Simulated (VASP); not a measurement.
# C (R-3m) in VASP: a series of runs

C is run at these levels: PBE; tasks: single point.

Everything below comes from runs of VASP 6.6.1. Logs are shortened: lines on timing, memory, paths and dates and some standing lists are left out, and cuts for length are marked.

## (1) The cell of the first run

Symmetry: R-3m, No. 166, trigonal system. The conventional cell has a = 2.460 Å, b = 2.460 Å, c = 32.781 Å, α = 90.00°, β = 90.00°, γ = 120.00°. Within 1.9 Å of C (site symmetry 3m) lie 3 C at 1.42 Å. C (site symmetry 3m) has 3 C at 1.42 Å within 1.9 Å.

## (2) Single point, PBE (zz strain of -2 %)

The input, INCAR:

```
SYSTEM = C
ALGO = Normal
EDIFF = 1E-6
ENCUT = 520
GGA = PE
ISIF = 2
ISMEAR = -1
LASPH = .True.
LCHARG = .False.
LREAL = .False.
LWAVE = .False.
NBANDS = 16
NELM = 80
PREC = Accurate
SIGMA = 0.08
```

The input, KPOINTS:

```
k-points
0
Gamma
  15 15 15
  0 0 0
```

The input, POSCAR:

```
C
1.0
    1.2299994602      0.7101405194     10.9270000000
   -1.2299994602      0.7101405194     10.9270000000
    0.0000000000     -1.4202810389     10.9270000000
C
4
Direct
    0.0500000000      0.0500000000      0.0500000000
    0.9500000000      0.9500000000      0.9500000000
    0.2830000000      0.2830000000      0.2830000000
    0.7170000000      0.7170000000      0.7170000000
```

Potentials or basis: VASP PAW PBE potentials, release 64 (C).

Run with:

```sh
> cat potpaw_PBE.64/C/POTCAR > POTCAR
> mpirun -np 1 vasp_std > vasp.out
```

OUTCAR:

```text
SYSTEM = C
   EDIFF = 1E-6
   ENCUT = 520
   GGA = PE
   ISIF = 2
   ISMEAR = -1
   LASPH = .True.
   LREAL = .False.
   NELM = 80
   PREC = Accurate

 ion  position               nearest neighbor table
   1  0.050  0.050  0.050-   4 1.42   4 1.42   4 1.42
   2  0.950  0.950  0.950-   3 1.42   3 1.42   3 1.42
   3  0.283  0.283  0.283-   2 1.42   2 1.42   2 1.42
   4  0.717  0.717  0.717-   1 1.42   1 1.42   1 1.42

  LATTYP: Found a trigonal (rhomboedric) cell.
 ALAT       =    11.0189167902
 COS(alpha) =     0.9750791971

  Lattice vectors:

 A1 = (   1.2299994602,   0.7101405194,  10.9270000000)
 A2 = (  -1.2299994602,   0.7101405194,  10.9270000000)
 A3 = (   0.0000000000,  -1.4202810389,  10.9270000000)

Analysis of symmetry for initial positions (statically):
=====================================================================
 Subroutine PRICEL returns:
 Original cell was already a primitive cell.

 Routine SETGRP: Setting up the symmetry group for a
 trigonal (rhombohedral) supercell.

 Subroutine GETGRP returns: Found 12 space group operations
 (whereof 12 operations were pure point group operations)
 out of a pool of 12 trial point group operations.

The static configuration has the point symmetry D_3d.

Analysis of symmetry for dynamics (positions and initial velocities):
=====================================================================
 Subroutine PRICEL returns:
 Original cell was already a primitive cell.

 Routine SETGRP: Setting up the symmetry group for a
 trigonal (rhombohedral) supercell.

 Subroutine GETGRP returns: Found 12 space group operations
 (whereof 12 operations were pure point group operations)
 out of a pool of 12 trial point group operations.

The dynamic configuration has the point symmetry D_3d.

 Subroutine INISYM returns: Found 12 space group operations
 (whereof 12 operations are pure point group operations),
 and found     1 'primitive' translations

----------------------------------------------------------------------------------------

                                     Primitive cell

[... 83 lines left out ...]
   NGXF,Y,Z  is equivalent  to a cutoff of  25.35, 25.35, 25.35 a.u.
 SYSTEM =  C
   PREC   = accura    normal or accurate (medium, high low for compatibility)
   ISTART =      0    job   : 0-new  1-cont  2-samecut
   ICHARG =      2    charge: 1-file 2-atom 10-const
   ISPIN  =      1    spin polarized calculation?
   LNONCOLLINEAR =      F non collinear calculations
   LSORBIT =      F    spin-orbit coupling
   LASPH  =      T    aspherical Exc in radial PAW
   ENCUT  =  520.0 eV  38.22 Ry    6.18 a.u.  20.49 20.49 20.49*2*pi/ulx,y,z
   NELM   =     80;   NELMIN=  2; NELMDL= -5     # of ELM steps
   EDIFF  = 0.1E-05   stopping-criterion for ELM
   LREAL  =      F    real-space projection
   EDIFFG = 0.1E-04   stopping-criterion for IOM
   NSW    =      0    number of steps for IOM
   IBRION =     -1    ionic relax: 0-MD 1-quasi-New 2-CG
   NFREE  =      0    steps in history (QN), initial steepest desc. (CG)
   ISIF   =      2    stress and relaxation
   ISYM   =      2    0-nonsym 1-usesym 2-fastsym
   POTIM  = 0.5000    time-step for ionic-motion
   TEBEG  =    0.0;   TEEND  =   0.0 temperature during run
   PSTRESS=    0.0 pullay stress
   NELECT =      16.0000    total number of electrons
   NUPDOWN=      -1.0000    fix difference up-down
   EMIN   =  10.00;   EMAX   =-10.00  energy-range for DOS
   EFERMI =   0.00;   METHOD = LEGACY
   ISMEAR =    -1;   SIGMA  =   0.08  broadening in eV -4-tet -1-fermi 0-gaus
   EFERMI_NEDOS =   21; number of points for ismear=-14 and -15
   IALGO  =     38    algorithm
   IMIX   =      4    mixing-type and parameters
     AMIX     =   0.40;   BMIX     =  1.00
     AMIX_MAG =   1.60;   BMIX_MAG =  1.00
  volume/ion in A,a.u.               =      14.32        96.61
  Fermi-wavevector in a.u.,A,eV,Ry     =   1.070240  2.022460 15.584288  1.145413
  Thomas-Fermi vector in A             =   2.205944
   LORBIT       =      0    0 simple, 1 ext, 2 COOP (PROOUT), +10 PAW based schemes
   GGA     = PE    functional components
   LHFCALC =     F    Hartree Fock is set to
   AEXX    =    0.0000 exact exchange contribution
   IVDW    =     0    specifies the selected vdW correction
   LEPSILON=     F    determine dielectric tensor
   LRPA    =     F    only Hartree local field effects (RPA)
 non-spin polarized calculation
  energy-cutoff  :      520.00
  volume of cell :       57.27
 maximum number of plane-waves:      1572
 NGX is ok and might be reduce to    84
   NGX = 41   NGY = 41   NGZ = 41

 number of electron      16.0000000 magnetization

 Free energy of the ion-electron system (eV)
  ---------------------------------------------------
  ext. energy  EPLUGINS =         0.00000000
  ---------------------------------------------------
  free energy    TOTEN  =       -36.86039935 eV

  energy without entropy =      -36.85829217  energy(sigma->0) =      -36.85934576

 E-fermi :   1.2564     XC(G=0):  -7.0180

 val. band max:        1.2560442551   @ k =  -0.2000   0.4667   0.1333
 cond. band min:       1.6545127923   @ k =  -0.2667   0.4000   0.0667
 fundamental gap:      0.3984685372
 Fermi energy:         1.2563989886

 k-point     1 :       0.0000    0.0000    0.0000
  band No.  band energies     occupation
      1     -18.3942      2.00000
      2     -18.2192      2.00000
      3      -6.9158      2.00000
      4      -5.8427      2.00000
      5      -1.7679      2.00000
      6      -1.7679      2.00000
[... 433 lines left out ...]
      3      -6.0265      2.00000
      4      -4.9856      2.00000
      5      -4.1821      2.00000
      6      -4.1498      2.00000
[... 8 lines left out ...]
     15      10.5900      0.00000
     16      11.9303      0.00000

 [... further k-points ...]
[... 5 lines left out ...]
  --------------------------------------------------------------------------------------
  -------------------------------------------------------------------------------------
  Total        0.8370504      0.8370504      0.4363446      0.0000000     -0.0000000      0.0000000
  in kB       23.4185931     23.4185931     12.2078382      0.0000000     -0.0000000      0.0000000
  external PRESSURE =      19.6816748 kB  Pullay stress =       0.0000000 kB

 VOLUME and BASIS-vectors are now :
 -----------------------------------------------------------------------------
  energy-cutoff  :      520.00
  volume of cell :       57.27
      direct lattice vectors                 reciprocal lattice vectors
     1.229999460  0.710140519 10.927000000     0.406504243  0.234695334  0.030505476
    -1.229999460  0.710140519 10.927000000    -0.406504243  0.234695334  0.030505476
     0.000000000 -1.420281039 10.927000000     0.000000000 -0.469390669  0.030505476

 POSITION                                       TOTAL-FORCE (eV/Angst)
 -----------------------------------------------------------------------------------
      0.00000     -0.00000      1.63905         0.000000     -0.000000      0.239455
      0.00000     -0.00000     31.14195         0.000000      0.000000     -0.239455
      0.00000     -0.00000      9.27702         0.000000     -0.000000      0.099201
      0.00000     -0.00000     23.50398         0.000000      0.000000     -0.099201
 -----------------------------------------------------------------------------------
    total drift:                               -0.000000     -0.000000     -0.000000

  FREE ENERGIE OF THE ION-ELECTRON SYSTEM (eV)
  ---------------------------------------------------
  free  energy   TOTEN  =       -36.8603993469 eV

  energy  without entropy=      -36.8582921682  energy(sigma->0) =      -36.85934576
```

OSZICAR:

```text
N       E                     dE             d eps       ncg     rms          rms(c)
DAV:   1     0.582027974251E+02    0.58203E+02   -0.73457E+03 11032   0.865E+02
DAV:   2    -0.345875187389E+02   -0.92790E+02   -0.82575E+02 15336   0.195E+02
DAV:   3    -0.392886296539E+02   -0.47011E+01   -0.46589E+01 14568   0.435E+01
DAV:   4    -0.393550030313E+02   -0.66373E-01   -0.66318E-01 14624   0.624E+00
DAV:   5    -0.393566977170E+02   -0.16947E-02   -0.16928E-02 14664   0.937E-01    0.901E+00
DAV:   6    -0.375193214703E+02    0.18374E+01   -0.13574E+00 14384   0.694E+00    0.528E+00
DAV:   7    -0.368711228421E+02    0.64820E+00   -0.17508E+00 13776   0.799E+00    0.142E+00
DAV:   8    -0.368627799641E+02    0.83429E-02   -0.90223E-02 13560   0.175E+00    0.258E-01
DAV:   9    -0.368615709758E+02    0.12090E-02   -0.29859E-03 14640   0.369E-01    0.141E-01
DAV:  10    -0.368587777753E+02    0.27932E-02   -0.29057E-03 14024   0.313E-01    0.958E-02
DAV:  11    -0.368593440714E+02   -0.56630E-03   -0.51841E-04 11960   0.167E-01    0.455E-02
DAV:  12    -0.368602933142E+02   -0.94924E-03   -0.15885E-04 11960   0.936E-02    0.159E-02
DAV:  13    -0.368603802076E+02   -0.86893E-04   -0.20654E-05 12992   0.358E-02    0.533E-03
DAV:  14    -0.368603971465E+02   -0.16939E-04   -0.22193E-06 13416   0.967E-03    0.632E-03
DAV:  15    -0.368603988134E+02   -0.16669E-05   -0.15526E-07 11752   0.274E-03    0.758E-04
DAV:  16    -0.368603993469E+02   -0.53347E-06   -0.41898E-08 10616   0.132E-03
   1 F= -.36860399E+02 E0= -.36859346E+02  d E =-.210718E-02
```

stdout:

```text
POSCAR found type information on POSCAR C
 POSCAR found :  1 types and       4 ions
 scaLAPACK will be used
 LDA part: xc-table for (Slater+PW92), standard interpolation
 POSCAR, INCAR and KPOINTS ok, starting setup
 FFT: planning ... GRIDC
 FFT: planning ... GRID_SOFT
 FFT: planning ... GRID
 WAVECAR not read
 entering main loop
```

Run time: 67 min. Hardware: 1 thread of Intel Xeon 6975P-C (Granite Rapids), shared host; peak memory 1.1 GiB.

What came out:

- Free energy: -36.8604 eV
- Pressure: 2.0 GPa
- Largest force: 0.239 eV/Å
- Band gap on the k mesh: zero (filled and empty bands touch)

Forces on the atoms (eV/Å):
```
C    0.000  0.000  0.239
C    0.000  0.000 -0.239
C    0.000  0.000  0.099
C    0.000  0.000 -0.099
```

Caveat: the cell differs from its parent crystal (zz strain of -2 %); this functional lacks dispersion, which binds layers or chains, so the pressure and a relaxed spacing across them are unreliable.

## (3) Single point, PBE (zz strain of +1 %)

The input, INCAR:

```
PREC = Accurate
ENCUT = 520
EDIFF = 1E-7
ISMEAR = -1
SIGMA = 0.08
LREAL = False
LASPH = True
NELM = 100
ALGO = Normal
ISIF = 2
LWAVE = False
LCHARG = False
GGA = PE
NBANDS = 16
```

The input, KPOINTS:

```
regular mesh
0
Gamma
  15 15 15
```

The input, POSCAR:

```
C
1.0
    1.2299994602      0.7101405194     11.2615000000
   -1.2299994602      0.7101405194     11.2615000000
    0.0000000000     -1.4202810389     11.2615000000
C
4
Direct
    0.0500000000      0.0500000000      0.0500000000
    0.9500000000      0.9500000000      0.9500000000
    0.2830000000      0.2830000000      0.2830000000
    0.7170000000      0.7170000000      0.7170000000
```

Potentials or basis: VASP PAW PBE potentials, release 64 (C).

Run with:

```sh
> cat potpaw_PBE.64/C/POTCAR > POTCAR
> mpirun -np 1 vasp_std > vasp.out
```

Run time: 80 min. Hardware: 1 thread of Intel Xeon 6975P-C (Granite Rapids), shared host; peak memory 1.1 GiB.

The run converged. Its results:

```
Free energy            : -36.8722 eV
Pressure               : 1.8 GPa
Largest force          : 0.227 eV/Å
Band gap on the k mesh : zero (filled and empty bands touch)
```

Forces on the atoms (eV/Å):
```
C    0.000  0.000  0.227
C    0.000  0.000 -0.227
C    0.000  0.000  0.129
C    0.000  0.000 -0.129
```

Stress tensor (GPa, compression positive):
```
2.31 0.00 0.00
0.00 2.31 0.00
0.00 0.00 0.83
```

Levels at points of the mesh, in eV from the Fermi level:
```csv
k point,band 5,band 6,band 7,band 8,band 9,band 10,band 11,band 12
"(0.00, 0.00, 0.00)",-3.03,-3.03,-3.02,-3.02,3.08,4.89,6.11,8.36
```

Caveat: the cell differs from its parent crystal (zz strain of +1 %); this functional lacks dispersion, which binds layers or chains, so the pressure and a relaxed spacing across them are unreliable.

The gap in the log of VASP goes by the Fermi energy; the results here count the filled bands.